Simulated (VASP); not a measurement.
# ZnCu (P4/mmm) in VASP: notebook, part 2 of 2

VASP 6.6.1. Earlier steps stand in the parts before.

## Step 5: Single point, PBE

This run uses another cell than the first one, of the same volume but with other edges.

INCAR

```
SYSTEM = ZnCu
PREC     = Accurate       ! precision mode
ENCUT    = 520            ! plane-wave cutoff, eV
EDIFF    = 1E-6           ! SCF threshold, eV
ISMEAR   = 0              ! smearing method
SIGMA    = 0.15           ! smearing width, eV
LREAL    = .False.        ! projectors in reciprocal space
LASPH    = .True.         ! aspherical terms in the spheres
NELM     = 100            ! most SCF steps
ALGO     = Fast           ! electronic algorithm
ISIF     = 2              ! what is computed and relaxed
LWAVE    = .False.        ! write WAVECAR
LCHARG   = .False.        ! write CHGCAR
GGA      = PE             ! functional
NBANDS   = 18             ! bands
```

KPOINTS

```
regular mesh
0
Gamma
  18 18 18
  0 0 0
```

POSCAR

```
ZnCu
1.0
    2.7713511051      0.0000000000      0.0000000000
    0.0000000000      2.7713511051      0.0000000000
    0.0000000000      0.0000000000      3.3256213261
Zn Cu
1 1
Direct
    0.5000000000      0.5000000000      0.5000000000
    0.0000000000      0.0000000000      0.0000000000
```

Launch:

```
> cat potpaw_PBE.64/Zn/POTCAR potpaw_PBE.64/Cu/POTCAR > POTCAR
> mpirun -np 1 vasp_std > vasp.out
```

Run time: 6.5 min. Hardware: 1 thread of Oxide Virtual Turin-like, shared host; peak memory 0.33 GiB.

Results (log left out):

| Item | Value |
| --- | --- |
| Free energy | -5.0092 eV |
| Pressure | 3.4 GPa |
| Band gap on the k mesh | zero (an odd number of electrons rules out a gap without spin polarisation) |

Stress tensor (GPa, compression positive):
```
3.37 0.00 0.00
0.00 3.37 0.00
0.00 0.00 3.58
```

Levels at points of the mesh, in eV from the Fermi level:
```
           k point  band 10  band 11  band 12  band 13  band 14  band 15
(0.00, 0.00, 0.00)    -2.79    -2.62     2.46     7.58     8.46     8.46
(0.50, 0.00, 0.00)    -3.13    -2.85    -1.63     8.98     9.25    10.48
(0.50, 0.50, 0.00)    -2.31    -1.04    -1.04     2.93     3.43    11.42
(0.00, 0.00, 0.50)    -3.11    -2.75    -2.66    12.61    12.61    13.52
(0.50, 0.00, 0.50)    -2.63    -2.41    -2.06     1.23     1.67    15.78
(0.50, 0.50, 0.50)    -2.30     4.05     4.05     4.12     4.20     4.20
```

Caveat: the cell stands under pressure.

## Step 6: Single point, PBE

This run uses another cell than the first one, of the same volume but with other edges.

INCAR

```
ALGO = Fast
EDIFF = 1E-7
ENCUT = 520
GGA = PE
ISIF = 2
ISMEAR = 0
LASPH = T
LCHARG = F
LREAL = F
LWAVE = F
NBANDS = 18
NELM = 80
PREC = Accurate
SIGMA = 0.15
```

KPOINTS

```
k-points
0
Gamma
  18 18 18
```

POSCAR

```
ZnCu
1.0
    3.1992911518      0.0000000000      0.0000000000
    0.0000000000      3.1992911518      0.0000000000
    0.0000000000      0.0000000000      2.4954470984
Zn Cu
1 1
Direct
    0.5000000000      0.5000000000      0.5000000000
    0.0000000000      0.0000000000      0.0000000000
```

Potentials or basis: VASP PAW PBE potentials, release 64 (Zn, Cu).

Launch:

```
> cat potpaw_PBE.64/Zn/POTCAR potpaw_PBE.64/Cu/POTCAR > POTCAR
> mpirun -np 1 vasp_std > vasp.out
```

Run time: 6.7 min. Hardware: 1 thread of Oxide Virtual Turin-like, shared host; peak memory 0.32 GiB.

It converged, with:

| Quantity | Value |
| --- | --- |
| Free energy | -4.8543 eV |
| Pressure | 5.8 GPa |
| Band gap on the k mesh | zero (an odd number of electrons rules out a gap without spin polarisation) |

Stress tensor (GPa, compression positive):
```
-0.56  0.00  0.00
 0.00 -0.56  0.00
 0.00  0.00 18.57
```

Levels at points of the mesh, in eV from the Fermi level:
| k point | band 9 | band 10 | band 11 | band 12 | band 13 | band 14 | band 15 | band 16 |
| --- | --- | --- | --- | --- | --- | --- | --- | --- |
| (0.00, 0.00, 0.00) | -2.92 | -2.56 | -2.56 | 3.54 | 3.54 | 8.33 | 9.15 | 13.19 |
| (0.50, 0.00, 0.00) | -3.58 | -2.74 | -2.59 | -2.54 | 8.45 | 9.00 | 10.53 | 11.75 |
| (0.50, 0.50, 0.00) | -2.89 | -2.79 | -2.62 | -2.62 | 0.28 | 0.44 | 19.45 | 20.87 |
| (0.00, 0.00, 0.50) | -3.44 | -3.26 | -2.98 | -0.81 | 11.17 | 11.17 | 11.52 | 11.52 |
| (0.50, 0.00, 0.50) | -2.92 | -2.36 | -1.39 | -0.84 | 2.80 | 3.48 | 12.43 | 13.66 |
| (0.50, 0.50, 0.50) | -2.69 | -2.28 | 3.21 | 3.81 | 4.46 | 5.05 | 5.05 | 5.39 |

Caveat: the stress differs along the axes, from -1 to 19 GPa.

## Step 7: Single point, PBE

This run uses another cell than the first one, of the same volume but with other edges.

INCAR

```
SYSTEM = ZnCu
PREC = Accurate
ENCUT = 520
EDIFF = 1E-6
ISMEAR = 0
SIGMA = 0.15
LREAL = .FALSE.
LASPH = .TRUE.
NELM = 60
ALGO = Fast
ISIF = 2
LWAVE = .FALSE.
LCHARG = .FALSE.
GGA = PE
NBANDS = 18
```

KPOINTS

```
Automatic mesh
0
G
  18 18 18
  0 0 0
```

POSCAR

```
ZnCu
1.0
    2.6983866632      0.0000000000      0.0000000000
    0.0000000000      2.6983866632      0.0000000000
    0.0000000000      0.0000000000      3.5079026622
Zn Cu
1 1
Direct
    0.5000000000      0.5000000000      0.5000000000
    0.0000000000      0.0000000000      0.0000000000
```

Potentials or basis: VASP PAW PBE potentials, release 64 (Zn, Cu).

Launch:

```
> cat potpaw_PBE.64/Zn/POTCAR potpaw_PBE.64/Cu/POTCAR > POTCAR
> mpirun -np 1 vasp_std > vasp.out
```

OUTCAR:

```text
SYSTEM = ZnCu
   PREC = Accurate
   ENCUT = 520
   EDIFF = 1E-6
   ISMEAR = 0
   LREAL = .FALSE.
   LASPH = .TRUE.
   NELM = 60
   ISIF = 2
   GGA = PE

 ion  position               nearest neighbor table
   1  0.500  0.500  0.500-   2 2.59   2 2.59   2 2.59   2 2.59   2 2.59   2 2.59   2 2.59   2 2.59

   2  0.000  0.000  0.000-   1 2.59   1 2.59   1 2.59   1 2.59   1 2.59   1 2.59   1 2.59   1 2.59

  LATTYP: Found a simple tetragonal cell.
 ALAT       =     2.6983866632
 C/A-ratio  =     1.3000000000

  Lattice vectors:

 A1 = (   2.6983866632,   0.0000000000,   0.0000000000)
 A2 = (   0.0000000000,   2.6983866632,   0.0000000000)
 A3 = (   0.0000000000,   0.0000000000,   3.5079026622)

Analysis of symmetry for initial positions (statically):
=====================================================================
 Subroutine PRICEL returns:
 Original cell was already a primitive cell.

 Routine SETGRP: Setting up the symmetry group for a
 simple tetragonal supercell.

 Subroutine GETGRP returns: Found 16 space group operations
 (whereof 16 operations were pure point group operations)
 out of a pool of 16 trial point group operations.

The static configuration has the point symmetry D_4h.

Analysis of symmetry for dynamics (positions and initial velocities):
=====================================================================
 Subroutine PRICEL returns:
 Original cell was already a primitive cell.

 Routine SETGRP: Setting up the symmetry group for a
 simple tetragonal supercell.

 Subroutine GETGRP returns: Found 16 space group operations
 (whereof 16 operations were pure point group operations)
 out of a pool of 16 trial point group operations.

The dynamic configuration has the point symmetry D_4h.

 Subroutine INISYM returns: Found 16 space group operations
 (whereof 16 operations are pure point group operations),
 and found     1 'primitive' translations

----------------------------------------------------------------------------------------

                                     Primitive cell

  volume of cell :      25.5421

  direct lattice vectors                    reciprocal lattice vectors
     2.698386663  0.000000000  0.000000000     0.370591811  0.000000000  0.000000000
     0.000000000  2.698386663  0.000000000     0.000000000  0.370591811  0.000000000
     0.000000000  0.000000000  3.507902662     0.000000000  0.000000000  0.285070624

  length of vectors
     2.698386663  2.698386663  3.507902662     0.370591811  0.370591811  0.285070624

  position of ions in fractional coordinates (direct lattice)
     0.500000000  0.500000000  0.500000000
     0.000000000  0.000000000  0.000000000

  ion indices of the primitive-cell ions
   primitive index   ion index
                 1           1
                 2           2

----------------------------------------------------------------------------------------

 KPOINTS: Automatic mesh

Automatic generation of k-mesh.
 Grid dimensions read from file:
 generate k-points for:   18   18   18

 Generating k-lattice:

  Cartesian coordinates                     Fractional coordinates (reciprocal lattice)
     0.020588434  0.000000000  0.000000000     0.055555556  0.000000000  0.000000000
     0.000000000  0.020588434  0.000000000     0.000000000  0.055555556  0.000000000
     0.000000000  0.000000000  0.015837257     0.000000000  0.000000000  0.055555556

  Length of vectors
     0.020588434  0.020588434  0.015837257

  Shift w.r.t. Gamma in fractional coordinates (k-lattice)
     0.000000000  0.000000000  0.000000000

 Subroutine IBZKPT returns following result:
 ===========================================

 Found    550 irreducible k-points:

 Following reciprocal coordinates:
            Coordinates               Weight
  0.000000  0.000000  0.000000      1.000000
  0.055556  0.000000  0.000000      4.000000
  0.111111  0.000000  0.000000      4.000000
  0.166667  0.000000  0.000000      4.000000
  0.222222  0.000000  0.000000      4.000000
  0.277778  0.000000  0.000000      4.000000
[... 16 lines left out ...]
  0.277778  0.111111  0.000000      8.000000
  0.333333  0.111111  0.000000      8.000000
 [... further k-points ...]
   k-points           NKPTS =    550   k-points in BZ     NKDIM =    550   number of bands    NBANDS=     18
   number of dos      NEDOS =    301   number of ions     NIONS =      2
   total plane-waves  NPLWV =  11200
   dimension x,y,z NGX =    20 NGY =   20 NGZ =   28
   dimension x,y,z NGXF=    40 NGYF=   40 NGZF=   56
   ions per type =               1   1
   NGX,Y,Z   is equivalent  to a cutoff of  12.32, 12.32, 13.27 a.u.
   NGXF,Y,Z  is equivalent  to a cutoff of  24.64, 24.64, 26.54 a.u.
 SYSTEM =  ZnCu
   PREC   = accura    normal or accurate (medium, high low for compatibility)
   ISTART =      0    job   : 0-new  1-cont  2-samecut
   ICHARG =      2    charge: 1-file 2-atom 10-const
   ISPIN  =      1    spin polarized calculation?
   LNONCOLLINEAR =      F non collinear calculations
   LSORBIT =      F    spin-orbit coupling
   LASPH  =      T    aspherical Exc in radial PAW
   ENCUT  =  520.0 eV  38.22 Ry    6.18 a.u.   5.02  5.02  6.52*2*pi/ulx,y,z
   NELM   =     60;   NELMIN=  2; NELMDL= -5     # of ELM steps
   EDIFF  = 0.1E-05   stopping-criterion for ELM
   LREAL  =      F    real-space projection
   EDIFFG = 0.1E-04   stopping-criterion for IOM
   NSW    =      0    number of steps for IOM
   IBRION =     -1    ionic relax: 0-MD 1-quasi-New 2-CG
   NFREE  =      0    steps in history (QN), initial steepest desc. (CG)
   ISIF   =      2    stress and relaxation
   ISYM   =      2    0-nonsym 1-usesym 2-fastsym
   POTIM  = 0.5000    time-step for ionic-motion
   TEBEG  =    0.0;   TEEND  =   0.0 temperature during run
   PSTRESS=    0.0 pullay stress
   NELECT =      23.0000    total number of electrons
   NUPDOWN=      -1.0000    fix difference up-down
   EMIN   =  10.00;   EMAX   =-10.00  energy-range for DOS
   EFERMI =   0.00;   METHOD = LEGACY
   ISMEAR =     0;   SIGMA  =   0.15  broadening in eV -4-tet -1-fermi 0-gaus
   EFERMI_NEDOS =   21; number of points for ismear=-14 and -15
   IALGO  =     68    algorithm
   IMIX   =      4    mixing-type and parameters
     AMIX     =   0.40;   BMIX     =  1.00
     AMIX_MAG =   1.60;   BMIX_MAG =  1.00
  volume/ion in A,a.u.               =      12.77        86.18
  Fermi-wavevector in a.u.,A,eV,Ry     =   1.580880  2.987429 34.003415  2.499180
  Thomas-Fermi vector in A             =   2.681040
   LORBIT       =      0    0 simple, 1 ext, 2 COOP (PROOUT), +10 PAW based schemes
   GGA     = PE    functional components
   LHFCALC =     F    Hartree Fock is set to
   AEXX    =    0.0000 exact exchange contribution
   IVDW    =     0    specifies the selected vdW correction
   LEPSILON=     F    determine dielectric tensor
   LRPA    =     F    only Hartree local field effects (RPA)
 non-spin polarized calculation
 RMM-DIIS sequential band-by-band and
 Gauss-broadening in eV      SIGMA  =   0.15
  energy-cutoff  :      520.00
  volume of cell :       25.54
 maximum number of plane-waves:       704
   NGX = 11   NGY = 11   NGZ = 13

 number of electron      23.0000010 magnetization

 Free energy of the ion-electron system (eV)
  ---------------------------------------------------
  ext. energy  EPLUGINS =         0.00000000
  ---------------------------------------------------
  free energy    TOTEN  =        -5.00611174 eV

  energy without entropy =       -5.00010477  energy(sigma->0) =       -5.00310826

 E-fermi :   5.5633     XC(G=0): -12.4002

 val. band max:        5.5478339112   @ k =   0.5000   0.4444   0.1667
 cond. band min:       5.5654337410   @ k =   0.5000   0.3889   0.2222
 fundamental gap:      0.0175998298
 Fermi energy:         5.5632812614

 k-point     1 :       0.0000    0.0000    0.0000
  band No.  band energies     occupation
      1      -4.8218      2.00000
      2      -2.4733      2.00000
      3      -2.3795      2.00000
      4      -1.6538      2.00000
      5      -1.6538      2.00000
      6      -1.4382      2.00000
[... 10 lines left out ...]
     17      21.3554      0.00000
     18      26.7576      0.00000

 k-point     2 :       0.0556    0.0000    0.0000
  band No.  band energies     occupation
      1      -4.7548      2.00000
      2      -2.4599      2.00000
      3      -2.3655      2.00000
      4      -1.6683      2.00000
      5      -1.6505      2.00000
      6      -1.4475      2.00000
[... 10 lines left out ...]
     17      21.8876      0.00000
     18      26.3378      0.00000
[... 442 lines left out ...]
 k-point    24 :       0.3333    0.1111    0.0000
  band No.  band energies     occupation
      1      -2.5977      2.00000
      2      -2.1231      2.00000
      3      -2.0028      2.00000
      4      -1.8847      2.00000
      5      -1.6497      2.00000
      6      -1.4222      2.00000
[... 10 lines left out ...]
     17      19.0381      0.00000
     18      22.4276      0.00000

 [... further k-points ...]
[... 5 lines left out ...]
  --------------------------------------------------------------------------------------
  -------------------------------------------------------------------------------------
  Total        0.5166417      0.5166417      0.3383267      0.0000000     -0.0000000      0.0000000
  in kB       32.4073934     32.4073934     21.2222242      0.0000000     -0.0000000      0.0000000
  external PRESSURE =      28.6790037 kB  Pullay stress =       0.0000000 kB

 VOLUME and BASIS-vectors are now :
 -----------------------------------------------------------------------------
  energy-cutoff  :      520.00
  volume of cell :       25.54
      direct lattice vectors                 reciprocal lattice vectors
     2.698386663  0.000000000  0.000000000     0.370591811  0.000000000  0.000000000
     0.000000000  2.698386663  0.000000000     0.000000000  0.370591811  0.000000000
     0.000000000  0.000000000  3.507902662     0.000000000  0.000000000  0.285070624

 POSITION                                       TOTAL-FORCE (eV/Angst)
 -----------------------------------------------------------------------------------
      1.34919      1.34919      1.75395         0.000000      0.000000      0.000000
      0.00000      0.00000      0.00000         0.000000      0.000000      0.000000
 -----------------------------------------------------------------------------------
    total drift:                               -0.000000      0.000000      0.000000

  FREE ENERGIE OF THE ION-ELECTRON SYSTEM (eV)
  ---------------------------------------------------
  free  energy   TOTEN  =        -5.0061117441 eV

  energy  without entropy=       -5.0001047693  energy(sigma->0) =       -5.00310826
```

stdout:

```text
POSCAR found type information on POSCAR ZnCu
 POSCAR found :  2 types and       2 ions
 scaLAPACK will be used
 LDA part: xc-table for (Slater+PW92), standard interpolation
 POSCAR, INCAR and KPOINTS ok, starting setup
 FFT: planning ... GRIDC
 FFT: planning ... GRID_SOFT
 FFT: planning ... GRID
 WAVECAR not read
 entering main loop
WARNING in EDDRMM: call to ZHEGV failed, returncode =   8  4     16
WARNING in EDDRMM: call to ZHEGV failed, returncode =   6  3     15
WARNING in EDDRMM: call to ZHEGV failed, returncode =   6  3     18
```

Run time: 5.7 min. Hardware: 1 thread of Oxide Virtual Turin-like, shared host; peak memory 0.31 GiB.

Results:

| Item | Value |
| --- | --- |
| Free energy | -5.0061 eV |
| Pressure | 2.9 GPa |
| Band gap on the k mesh | zero (an odd number of electrons rules out a gap without spin polarisation) |

Levels at points of the mesh, in eV from the Fermi level:
```csv
k point,band 9,band 10,band 11,band 12,band 13,band 14,band 15,band 16
"(0.00, 0.00, 0.00)",-2.72,-2.72,-2.49,1.18,6.07,9.59,9.59,13.93
"(0.50, 0.00, 0.00)",-3.69,-3.02,-2.77,-1.39,8.14,8.27,9.26,10.15
"(0.50, 0.50, 0.00)",-2.94,-2.14,-0.56,-0.56,3.54,4.10,10.73,11.80
"(0.00, 0.00, 0.50)",-2.97,-2.97,-2.96,-2.51,13.22,13.22,14.26,14.26
"(0.50, 0.00, 0.50)",-2.72,-2.62,-2.52,-2.02,1.10,1.69,16.85,18.14
"(0.50, 0.50, 0.50)",-2.72,-2.14,3.95,3.95,4.30,4.30,4.47,5.29
```

## Step 8: Overview

```csv
cell,further INCAR settings,gap on the mesh (eV),pressure (GPa)
"a = 3.306, b = 3.306, c = 2.337 Å, 2 atoms",ALGO = Fast; EDIFF = 1e-07; NBANDS = 18,none,11.1
"a = 2.624, b = 2.624, c = 3.710 Å, 2 atoms",ALGO = Fast; EDIFF = 1e-07; NBANDS = 18,none,2.8
"a = 3.109, b = 3.109, c = 2.643 Å, 2 atoms",ALGO = Fast; EDIFF = 1e-07; NBANDS = 18,none,3.8
"a = 2.771, b = 2.771, c = 3.326 Å, 2 atoms",ALGO = Fast; EDIFF = 1e-06; NBANDS = 18,none,3.4
"a = 3.199, b = 3.199, c = 2.495 Å, 2 atoms",ALGO = Fast; EDIFF = 1e-07; NBANDS = 18,none,5.8
"a = 2.698, b = 2.698, c = 3.508 Å, 2 atoms",ALGO = Fast; EDIFF = 1e-06; NBANDS = 18,none,2.9
```

Alike in all rows: task single point; level PBE; potentials or basis VASP PAW PBE potentials, release 64 (Zn, Cu); no spin polarisation; k mesh 18 × 18 × 18; cutoff (eV) 520; smearing gaussian 0.15 eV.

Caveats: the stress differs along the axes, from -1 to 36 GPa (at least some runs); the stress differs along the axes, from 1 to 8 GPa (at least some runs); the cell stands under pressure (at least some runs); the stress differs along the axes, from -1 to 19 GPa (at least some runs).

Absolute energies hang on the potentials; compare differences alone.
